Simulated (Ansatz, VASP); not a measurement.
# Zr3P2 in VASP and in Ansatz

INCAR

```
SYSTEM = Zr3P2
PREC = Accurate ; ENCUT = 520
EDIFF = 1E-7 ; ISMEAR = 0
SIGMA = 0.1 ; LREAL = .FALSE.
LASPH = .TRUE. ; NELM = 150
ALGO = Normal ; ISIF = 2
LWAVE = .FALSE. ; LCHARG = .FALSE.
ISPIN = 2 ; MAGMOM = 1 1 1 1 1 1 0 0 0 0
LORBIT = 11 ; LMAXMIX = 4
GGA = PE ; NBANDS = 61
```

File KPOINTS:

```
regular mesh
0
G
  4 4 6
  0 0 0
```

Contents of POSCAR:

```
Zr3P2
1.0
    7.0180055167      0.0000000000      0.0000000000
    0.0000000000      7.0180055167      0.0000000000
    0.0000000000      0.0000000000      3.6362840325
Zr P
6 4
Direct
    0.0000000000      0.0000000000      0.0000000000
    0.5000000000      0.5000000000      0.0000000000
    0.1613260020      0.6613260020      0.5000000000
    0.3386739980      0.1613260020      0.5000000000
    0.8386739980      0.3386739980      0.5000000000
    0.6613260020      0.8386739980      0.5000000000
    0.6391580664      0.1391580664      0.0000000000
    0.8608419336      0.6391580664      0.0000000000
    0.3608419336      0.8608419336      0.0000000000
    0.1391580664      0.3608419336      0.0000000000
```

Input for Ansatz:

```yaml
crystal:
  lattice:
    - [7.0180055167, 0.0, 0.0]
    - [0.0, 7.0180055167, 0.0]
    - [0.0, 0.0, 3.6362840325]
  atoms:
    - { symbol: Zr, position: [0.0, 0.0, 0.0], spin: 1.0 }
    - { symbol: Zr, position: [0.5, 0.5, 0.0], spin: 1.0 }
    - { symbol: Zr, position: [0.161326002, 0.661326002, 0.5], spin: 1.0 }
    - { symbol: Zr, position: [0.338673998, 0.161326002, 0.5], spin: 1.0 }
    - { symbol: Zr, position: [0.838673998, 0.338673998, 0.5], spin: 1.0 }
    - { symbol: Zr, position: [0.661326002, 0.838673998, 0.5], spin: 1.0 }
    - { symbol: P, position: [0.6391580664, 0.1391580664, 0.0] }
    - { symbol: P, position: [0.8608419336, 0.6391580664, 0.0] }
    - { symbol: P, position: [0.3608419336, 0.8608419336, 0.0] }
    - { symbol: P, position: [0.1391580664, 0.3608419336, 0.0] }
basis:
  ecutwfc: 420
kpoints:
  mp_grid: { grid: [4, 4, 6] }
hamiltonian:
  xc: pbe
scf:
  occupations: { method: gaussian, width: 0.1 }
  lower_state_search: "off"
output:
  forces: true
  stress: true
  eigenvalues: true
  populations: true
magnetization:
  spin_polarized: true
```

Change from the starting cell: species swapped into the Y3Au2 type (P4/mbm, No. 127).

Alike in both runs: task single point; functional PBE; k mesh 4 × 4 × 6; occupations gaussian, width 0.1 eV; collinear spin.

|  | VASP | Ansatz |
| --- | --- | --- |
| version | VASP 6.6.1 | Ansatz 0.2.0 |
| potentials or method | VASP PAW PBE potentials, release 64 (Zr_sv, P), cutoff 520 eV | scalar-relativistic, plane waves, PAW |
| valence electrons in the cell | 92 | 92 |

|  | VASP | Ansatz | Ansatz less VASP |
| --- | --- | --- | --- |
| gap on the k mesh at the Fermi level (eV) | none | none | - |
| pressure (GPa) | 0.0 | -0.1 | -0.03 |
| net moment per atom (μB) | 0.00 | 0.00 | 0.000 |

A gap of «none» marks a metal or a gap that the smearing closes. Ansatz's warnings: seeded moment not kept.
